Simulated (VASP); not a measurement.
Input of a VASP 6.6.1 run:

INCAR

```
  PREC = Accurate
  ENCUT = 520
  EDIFF = 1E-7
  ISMEAR = -1
  SIGMA = 0.1
  LREAL = False
  LASPH = True
  NELM = 80
  ALGO = Normal
  ISIF = 2
  LWAVE = False
  LCHARG = False
  GGA = CA
  NBANDS = 11
```

The input KPOINTS:

```
regular mesh
0
Gamma
  13 13 13
```

Contents of POSCAR:

```
Sr
1.0
   -2.0400940832      2.0400940832      2.0400940832
    2.0400940832     -2.0400940832      2.0400940832
    2.0400940832      2.0400940832     -2.0400940832
Sr
1
Direct
    0.0000000000      0.0000000000      0.0000000000
```

Potentials or basis: VASP PAW LDA potentials, release 64 (Sr_sv).

Launch:

```console
$ cat potpaw_LDA.64/Sr_sv/POTCAR > POTCAR
$ mpirun -np 1 vasp_std > vasp.out
```

Q: Estimate the pressure.

A: 8.2 GPa.

Q: Predict the band gap on the k mesh.

A: Zero (band 5 reaches 3.99 eV, above the bottom of band 6 at 2.41 eV).
